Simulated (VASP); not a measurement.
# Ba (P6/mmm) in VASP: notebook

Ba is run at these levels: revPBE, PBE; tasks: single point.

All numbers are computed with VASP 6.6.1; they aren't measurements. Logs are shortened: lines on timing, memory, paths and dates and some standing lists are left out, and cuts for length are marked.

### 1 The cell of the first run

The structure is hexagonal, space group P6/mmm (No. 191). The conventional cell has a = 4.312 Å, b = 4.312 Å, c = 3.913 Å, α = 90.00°, β = 90.00°, γ = 120.00°. Within 5.1 Å of Ba (site symmetry 6/mmm) lie 8 Ba at 3.91 to 4.31 Å.

### 2 Single point, revPBE

Input file INCAR:

```
  PREC = Accurate
  ENCUT = 500
  EDIFF = 1E-6
  ISMEAR = -1
  SIGMA = 0.039
  LREAL = F
  LASPH = T
  NELM = 120
  ALGO = Normal
  ISIF = 2
  LWAVE = F
  LCHARG = F
  GGA = RE
  NBANDS = 11
  GGA_COMPAT = F
```

Input file KPOINTS:

```
Automatic mesh
0
Gamma
  6 6 4
```

Input file POSCAR:

```
Ba
1.0
    4.3116136979      0.0000000000      0.0000000000
   -2.1558068490      3.7339669937      0.0000000000
    0.0000000000      0.0000000000      3.9134133000
Ba
1
Direct
    0.0000000000      0.0000000000      0.0000000000
```

Potentials or basis: VASP PAW PBE potentials, release 64 (Ba_sv).

Launch:

```sh
> cat potpaw_PBE.64/Ba_sv/POTCAR > POTCAR
> mpirun -np 1 vasp_std > vasp.out
```

OUTCAR:

```text
PREC = Accurate
   ENCUT = 500
   EDIFF = 1E-6
   ISMEAR = -1
   LREAL = F
   LASPH = T
   NELM = 120
   ISIF = 2
   GGA = RE

 ion  position               nearest neighbor table
   1  0.000  0.000  0.000-

  LATTYP: Found a hexagonal cell.
 ALAT       =     4.3116136979
 C/A-ratio  =     0.9076446950

  Lattice vectors:

 A1 = (   4.3116136979,   0.0000000000,   0.0000000000)
 A2 = (  -2.1558068490,   3.7339669937,   0.0000000000)
 A3 = (   0.0000000000,   0.0000000000,   3.9134133000)

Analysis of symmetry for initial positions (statically):
=====================================================================
 Subroutine PRICEL returns:
 Original cell was already a primitive cell.

 Routine SETGRP: Setting up the symmetry group for a
 hexagonal supercell.

 Subroutine GETGRP returns: Found 24 space group operations
 (whereof 24 operations were pure point group operations)
 out of a pool of 24 trial point group operations.

The static configuration has the point symmetry D_6h.

Analysis of symmetry for dynamics (positions and initial velocities):
=====================================================================
 Subroutine PRICEL returns:
 Original cell was already a primitive cell.

 Routine SETGRP: Setting up the symmetry group for a
 hexagonal supercell.

 Subroutine GETGRP returns: Found 24 space group operations
 (whereof 24 operations were pure point group operations)
 out of a pool of 24 trial point group operations.

The dynamic configuration has the point symmetry D_6h.

 Subroutine INISYM returns: Found 24 space group operations
 (whereof 24 operations are pure point group operations),
 and found     1 'primitive' translations

----------------------------------------------------------------------------------------

                                     Primitive cell

  volume of cell :      63.0037

  direct lattice vectors                    reciprocal lattice vectors
     4.311613698  0.000000000  0.000000000     0.231931724  0.133905844  0.000000000
    -2.155806849  3.733966994  0.000000000     0.000000000  0.267811687  0.000000000
     0.000000000  0.000000000  3.913413300     0.000000000  0.000000000  0.255531405

  length of vectors
     4.311613698  4.311613698  3.913413300     0.267811687  0.267811687  0.255531405

  position of ions in fractional coordinates (direct lattice)
     0.000000000  0.000000000  0.000000000
[... 75 lines left out ...]
   NSW    =      0    number of steps for IOM
   IBRION =     -1    ionic relax: 0-MD 1-quasi-New 2-CG
   NFREE  =      0    steps in history (QN), initial steepest desc. (CG)
   ISIF   =      2    stress and relaxation
   ISYM   =      2    0-nonsym 1-usesym 2-fastsym
   POTIM  = 0.5000    time-step for ionic-motion
   TEBEG  =    0.0;   TEEND  =   0.0 temperature during run
   PSTRESS=    0.0 pullay stress
   NELECT =      10.0000    total number of electrons
   NUPDOWN=      -1.0000    fix difference up-down
   EMIN   =  10.00;   EMAX   =-10.00  energy-range for DOS
   EFERMI =   0.00;   METHOD = LEGACY
   ISMEAR =    -1;   SIGMA  =   0.04  broadening in eV -4-tet -1-fermi 0-gaus
   EFERMI_NEDOS =   21; number of points for ismear=-14 and -15
   IALGO  =     38    algorithm
   IMIX   =      4    mixing-type and parameters
     AMIX     =   0.40;   BMIX     =  1.00
     AMIX_MAG =   1.60;   BMIX_MAG =  1.00
  volume/ion in A,a.u.               =      63.00       425.17
  Fermi-wavevector in a.u.,A,eV,Ry     =   0.886379  1.675014 10.689660  0.785668
  Thomas-Fermi vector in A             =   2.007537
   LORBIT       =      0    0 simple, 1 ext, 2 COOP (PROOUT), +10 PAW based schemes
   GGA     = RE    functional components
   LHFCALC =     F    Hartree Fock is set to
   AEXX    =    0.0000 exact exchange contribution
   IVDW    =     0    specifies the selected vdW correction
   LEPSILON=     F    determine dielectric tensor
   LRPA    =     F    only Hartree local field effects (RPA)
 non-spin polarized calculation
  energy-cutoff  :      500.00
  volume of cell :       63.00
 maximum number of plane-waves:      1620
 NGX is ok and might be reduce to    32
   NGX = 15   NGY = 15   NGZ = 15

 number of electron      10.0000001 magnetization

 Free energy of the ion-electron system (eV)
  ---------------------------------------------------
  ext. energy  EPLUGINS =         0.00000000
  ---------------------------------------------------
  free energy    TOTEN  =        -1.51644507 eV

  energy without entropy =       -1.51272936  energy(sigma->0) =       -1.51458722

 E-fermi :   1.6948     XC(G=0):  -7.3178

 val. band max:        1.6401639832   @ k =   0.5000   0.0000   0.2500
 cond. band min:       1.8541743208   @ k =   0.1667   0.0000   0.5000
 fundamental gap:      0.2140103376
 Fermi energy:         1.6947709713

 k-point     1 :       0.0000    0.0000    0.0000
  band No.  band energies     occupation
      1     -27.4048      2.00000
      2     -12.3408      2.00000
      3     -12.3408      2.00000
      4     -12.2513      2.00000
      5      -0.9488      2.00000
      6       1.8949      0.01174
      7       3.4450      0.00000
      8       3.4450      0.00000
      9       6.5714      0.00000
     10       6.5714      0.00000
     11       7.7697      0.00000
[... 267 lines left out ...]
 k-point    21 :       0.3333    0.3333    0.5000
  band No.  band energies     occupation
      1     -27.2957      2.00000
      2     -12.8928      2.00000
      3     -12.5807      2.00000
      4     -12.5807      2.00000
      5       1.6353      1.64284
      6       1.6353      1.64284
      7       3.5262      0.00000
      8       3.5262      0.00000
      9       6.6027      0.00000
     10       7.1044      0.00000
     11       9.8801      0.00000

------------------------ aborting loop because EDIFF is reached ----------------------------------------

  FORCE on cell =-STRESS in cart. coord.  units (eV):
  Direction    XX          YY          ZZ          XY          YZ          ZX
  --------------------------------------------------------------------------------------
  -------------------------------------------------------------------------------------
  Total        0.1056311      0.1056311      0.4918156     -0.0000000     -0.0000000      0.0000000
  in kB        2.6861867      2.6861867     12.5068180     -0.0000000     -0.0000000      0.0000000
  external PRESSURE =       5.9597304 kB  Pullay stress =       0.0000000 kB

 VOLUME and BASIS-vectors are now :
 -----------------------------------------------------------------------------
  energy-cutoff  :      500.00
  volume of cell :       63.00
      direct lattice vectors                 reciprocal lattice vectors
     4.311613698  0.000000000  0.000000000     0.231931724  0.133905844  0.000000000
    -2.155806849  3.733966994  0.000000000     0.000000000  0.267811687  0.000000000
     0.000000000  0.000000000  3.913413300     0.000000000  0.000000000  0.255531405

 POSITION                                       TOTAL-FORCE (eV/Angst)
 -----------------------------------------------------------------------------------
      0.00000      0.00000      0.00000         0.000000      0.000000      0.000000
 -----------------------------------------------------------------------------------
    total drift:                                0.000000     -0.000000     -0.000000

  FREE ENERGIE OF THE ION-ELECTRON SYSTEM (eV)
  ---------------------------------------------------
  free  energy   TOTEN  =        -1.5164450746 eV

  energy  without entropy=       -1.5127293619  energy(sigma->0) =       -1.51458722
```

Run time: 5.5 s. Hardware: 1 thread of Intel Xeon 6975P-C (Granite Rapids), shared host; peak memory 0.17 GiB.

Results:

```yaml
Free_energy: -1.5164 eV
Pressure: 0.6 GPa
Band_gap_on_the_k_mesh: zero (band 5 reaches 2.05 eV, above the bottom of band 6 at 1.64 eV)
```

Levels at points of the mesh, in eV from the Fermi level:
```
           k point  band 3  band 4  band 5  band 6  band 7  band 8
(0.00, 0.00, 0.00)  -14.04  -13.95   -2.64    0.20    1.75    1.75
(0.50, 0.00, 0.00)  -14.15  -13.89   -0.88    0.51    0.99    2.98
(0.00, 0.00, 0.50)  -13.96  -13.96   -0.71    0.71    2.35    2.35
(0.50, 0.00, 0.50)  -14.41  -14.07   -0.79    0.32    1.86    3.39
```

Caveat: the k points lie up to 0.40 Å⁻¹ apart; the PAW data sets were made with another functional, which shifts forces and pressure a little; spin-orbit coupling is left out, which moves the levels of the heavy elements.

### 3 Single point, PBE

Input file INCAR:

```
ALGO     = Normal         # electronic algorithm
EDIFF    = 1E-6           # SCF threshold, eV
ENCUT    = 500            # plane-wave cutoff, eV
GGA      = PE             # functional
GGA_COMPAT= False        
ISIF     = 2              # what is computed and relaxed
ISMEAR   = 0              # smearing method
LASPH    = True           # aspherical terms in the spheres
LCHARG   = True           # write CHGCAR
LELF     = True           # ELF
LREAL    = False          # projectors in reciprocal space
LVHAR    = True         
LWAVE    = False          # write WAVECAR
NBANDS   = 11             # bands
NELM     = 120            # most SCF steps
PREC     = Accurate       # precision mode
SIGMA    = 0.1            # smearing width, eV
```

Input file KPOINTS:

```
k-points
0
Gamma
  6 6 4
```

POSCAR, as its differences from that of step 2:

```diff
@@ -8,2 +8,2 @@
 Direct
-    0.0000000000      0.0000000000      0.0000000000
+    0.6680000000      0.2140000000      0.1210000000
```

Potentials or basis: VASP PAW PBE potentials, release 64 (Ba_sv).

Launch:

```sh
> cat potpaw_PBE.64/Ba_sv/POTCAR > POTCAR
> mpirun -np 1 vasp_std > vasp.out
```

OUTCAR:

```text
EDIFF = 1E-6
   ENCUT = 500
   GGA = PE
   ISIF = 2
   ISMEAR = 0
   LASPH = True
   LREAL = False
   NELM = 120
   PREC = Accurate

 ion  position               nearest neighbor table
   1  0.668  0.214  0.121-

  LATTYP: Found a hexagonal cell.
 ALAT       =     4.3116136979
 C/A-ratio  =     0.9076446950

  Lattice vectors:

 A1 = (   4.3116136979,   0.0000000000,   0.0000000000)
 A2 = (  -2.1558068490,   3.7339669937,   0.0000000000)
 A3 = (   0.0000000000,   0.0000000000,   3.9134133000)

Analysis of symmetry for initial positions (statically):
=====================================================================
 Subroutine PRICEL returns:
 Original cell was already a primitive cell.

 Routine SETGRP: Setting up the symmetry group for a
 hexagonal supercell.

 Subroutine GETGRP returns: Found 24 space group operations
 (whereof  1 operations were pure point group operations)
 out of a pool of 24 trial point group operations.

The static configuration has the point symmetry C_1 .
 The point group associated with its full space group is D_6h.

Analysis of symmetry for dynamics (positions and initial velocities):
=====================================================================
 Subroutine PRICEL returns:
 Original cell was already a primitive cell.

 Routine SETGRP: Setting up the symmetry group for a
 hexagonal supercell.

 Subroutine GETGRP returns: Found 24 space group operations
 (whereof  1 operations were pure point group operations)
 out of a pool of 24 trial point group operations.

The dynamic configuration has the point symmetry C_1 .
 The point group associated with its full space group is D_6h.

 Subroutine INISYM returns: Found 24 space group operations
 (whereof  1 operations are pure point group operations),
 and found     1 'primitive' translations

[... 112 lines left out ...]
   LORBIT       =      0    0 simple, 1 ext, 2 COOP (PROOUT), +10 PAW based schemes
   GGA     = PE    functional components
   LHFCALC =     F    Hartree Fock is set to
   AEXX    =    0.0000 exact exchange contribution
   IVDW    =     0    specifies the selected vdW correction
   LEPSILON=     F    determine dielectric tensor
   LRPA    =     F    only Hartree local field effects (RPA)
 non-spin polarized calculation
 Gauss-broadening in eV      SIGMA  =   0.10
  energy-cutoff  :      500.00
  volume of cell :       63.00
 maximum number of plane-waves:      1620
 NGX is ok and might be reduce to    32
   NGX = 15   NGY = 15   NGZ = 15

 number of electron      10.0000000 magnetization

 Free energy of the ion-electron system (eV)
  ---------------------------------------------------
  ext. energy  EPLUGINS =         0.00000000
  ---------------------------------------------------
  free energy    TOTEN  =        -1.71651682 eV

  energy without entropy =       -1.71339610  energy(sigma->0) =       -1.71495646

 E-fermi :   1.6244     XC(G=0):  -7.4008

 val. band max:        1.5706792540   @ k =   0.5000   0.0000   0.2500
 cond. band min:       1.7668159494   @ k =   0.0000   0.0000   0.0000
 fundamental gap:      0.1961366954
 Fermi energy:         1.6243598467

 k-point     1 :       0.0000    0.0000    0.0000
  band No.  band energies     occupation
      1     -27.4528      2.00000
      2     -12.3791      2.00000
      3     -12.3791      2.00000
      4     -12.2853      2.00000
      5      -1.0450      2.00000
      6       1.7668      0.04394
      7       3.3467      0.00000
      8       3.3467      0.00000
      9       6.4967      0.00000
     10       6.4967      0.00000
     11       7.7040      0.00000
[... 267 lines left out ...]
 k-point    21 :       0.3333    0.3333    0.5000
  band No.  band energies     occupation
      1     -27.3425      2.00000
      2     -12.9379      2.00000
      3     -12.6223      2.00000
      4     -12.6223      2.00000
      5       1.5569      1.66019
      6       1.5569      1.66019
      7       3.4332      0.00000
      8       3.4332      0.00000
      9       6.4983      0.00000
     10       6.9881      0.00000
     11       9.7655      0.00000

------------------------ aborting loop because EDIFF is reached ----------------------------------------

  FORCE on cell =-STRESS in cart. coord.  units (eV):
  Direction    XX          YY          ZZ          XY          YZ          ZX
  --------------------------------------------------------------------------------------
  -------------------------------------------------------------------------------------
  Total       -0.0833199     -0.0833199      0.2945833      0.0000000      0.0000000     -0.0000000
  in kB       -2.1188154     -2.1188154      7.4912217      0.0000000      0.0000000     -0.0000000
  external PRESSURE =       1.0845303 kB  Pullay stress =       0.0000000 kB

 VOLUME and BASIS-vectors are now :
 -----------------------------------------------------------------------------
  energy-cutoff  :      500.00
  volume of cell :       63.00
      direct lattice vectors                 reciprocal lattice vectors
     4.311613698  0.000000000  0.000000000     0.231931724  0.133905844  0.000000000
    -2.155806849  3.733966994  0.000000000     0.000000000  0.267811687  0.000000000
     0.000000000  0.000000000  3.913413300     0.000000000  0.000000000  0.255531405

 POSITION                                       TOTAL-FORCE (eV/Angst)
 -----------------------------------------------------------------------------------
      2.41882      0.79907      0.47352         0.000000      0.000000      0.000000
 -----------------------------------------------------------------------------------
    total drift:                                0.000001      0.000003      0.000001

  FREE ENERGIE OF THE ION-ELECTRON SYSTEM (eV)
  ---------------------------------------------------
  free  energy   TOTEN  =        -1.7165168246 eV

  energy  without entropy=       -1.7133961001  energy(sigma->0) =       -1.71495646
```

Wall time 5.7 s (1 thread of Intel Xeon 6975P-C (Granite Rapids), shared host); peak memory 0.17 GiB.

Results:

```yaml
Free_energy: -1.7165 eV
Pressure: 0.1 GPa
Band_gap_on_the_k_mesh: zero (band 5 reaches 1.92 eV, above the bottom of band 6 at 1.56 eV)
```

Caveat: the k points lie up to 0.40 Å⁻¹ apart; spin-orbit coupling is left out, which moves the levels of the heavy elements.
